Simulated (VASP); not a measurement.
Set up this calculation in VASP 6.6.1, as the native input.

```
Task                   : relaxation of cell and atoms
Functional             : LDA
Potentials or basis    : VASP PAW LDA potentials, release 64 (Pb_d)
Cutoff                 : 600 eV
k mesh                 : 14 × 14 × 14
Occupations            : fermi-dirac, width 0.1 eV
Spin                   : no spin polarisation
Target pressure        : 41 GPa
Dipole correction      : no
Further INCAR settings : ALGO = Normal; EDIFF = 1e-06; IBRION = 2; EDIFFG = -0.005; NSW = 60; ISIF = 3
```

The structure of Pb lies in POSCAR:

```
Pb
1.0
    2.7815189230      0.0000000000      0.0000000000
    0.0000000000      2.7815189230      0.0000000000
    0.0000000000      0.0000000000      2.7815189230
Pb
1
Direct
    0.0000000000      0.0000000000      0.0000000000
```

This isn't the form of Pb at room conditions, which is fcc.

One way to write it, as run:

INCAR

```
SYSTEM = Pb
PREC = Accurate
ENCUT = 600
EDIFF = 1E-6
ISMEAR = -1
SIGMA = 0.1
LREAL = .FALSE.
LASPH = .TRUE.
NELM = 60
ALGO = Normal
ISIF = 3
LWAVE = .FALSE.
LCHARG = .FALSE.
GGA = CA
IBRION = 2
NSW = 60
EDIFFG = -0.005
PSTRESS = 410.0
```

KPOINTS

```
Automatic mesh
0
G
  14 14 14
  0 0 0
```

Potentials or basis: VASP PAW LDA potentials, release 64 (Pb_d).

Run with:

```console
$ cat potpaw_LDA.64/Pb_d/POTCAR > POTCAR
$ mpirun -np 1 vasp_std > vasp.out
```

It gave:

```yaml
Relaxed_volume: 21.88 Å³/atom
Relaxed_cell: a = 2.797 Å, b = 2.797 Å, c = 2.797 Å, α = 90.00°, β = 90.00°, γ = 90.00°
Space_group_after_relaxing_to_0.1_Å: Pm-3m (No. 221)
Energy_change_on_relaxing_the_run_minimises_the_enthalpy: -96.8 meV/atom
Ionic_steps: 4
Pressure_after_relaxing: 41.0 GPa
Band_gap_on_the_k_mesh: zero (bands 7 and 8 overlap by 9.59 eV)
```

Caveat: the cell is relaxed towards a set pressure, so the run minimises the enthalpy, not the energy; spin-orbit coupling is left out, which moves the levels of the heavy elements.

Wall time 68 s on 1 thread of Intel Xeon 8259CL, on a shared host, peak memory 0.16 GiB.
